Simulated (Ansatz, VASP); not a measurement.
## ZrS: VASP beside Ansatz

File INCAR:

```
SYSTEM = ZrS
PREC = Accurate
ENCUT = 520
EDIFF = 1E-7
ISMEAR = 0
SIGMA = 0.15
LREAL = .False.
LASPH = .True.
NELM = 60
ALGO = Normal
ISIF = 2
LWAVE = .False.
LCHARG = .False.
GGA = PS
NBANDS = 16
```

The input KPOINTS:

```
regular mesh
0
Gamma
  16 16 16
  0 0 0
```

Contents of POSCAR:

```
ZrS
1.0
    0.0000000000      2.8350000000      2.6250000000
    2.8350000000      0.0000000000      2.6250000000
    2.8350000000      2.8350000000      0.0000000000
Zr S
1 1
Direct
    0.0000000000      0.0000000000      0.0000000000
    0.5000000000      0.5000000000      0.5000000000
```

Input for Ansatz:

```yaml
crystal:
  lattice:
    - [0.0, 2.835, 2.625]
    - [2.835, 0.0, 2.625]
    - [2.835, 2.835, 0.0]
  atoms:
    - { symbol: Zr, position: [0.0, 0.0, 0.0] }
    - { symbol: S, position: [0.5, 0.5, 0.5] }
basis:
  ecutwfc: 420
kpoints:
  mp_grid: { grid: [16, 16, 16] }
hamiltonian:
  xc: pbesol
scf:
  occupations: { method: gaussian, width: 0.15 }
output:
  forces: true
  stress: true
  eigenvalues: true
```

Change from the starting cell: strain +0.080 along x and y, +0.000 along z, atoms carried along.

Alike in both runs: task single point; functional PBEsol; k mesh 16 × 16 × 16; occupations gaussian, width 0.15 eV; no spin polarisation.

|  | VASP | Ansatz |
| --- | --- | --- |
| version | VASP 6.6.1 | Ansatz 0.2.0 |
| potentials or method | VASP PAW PBE potentials, release 64 (Zr_sv, S), cutoff 520 eV | scalar-relativistic, plane waves, PAW |
| valence electrons in the cell | 18 | 18 |

|  | VASP | Ansatz | Ansatz less VASP |
| --- | --- | --- | --- |
| gap on the k mesh at the Fermi level (eV) | none | none | - |
| pressure (GPa) | -17.3 | -17.5 | -0.12 |
| traceless stress, the component that is largest in VASP (GPa) | 5.53 | 5.45 | -0.084 |

VASP's potentials were made for PBE, not for PBEsol. A gap of «none» marks a metal or a gap that the smearing closes.
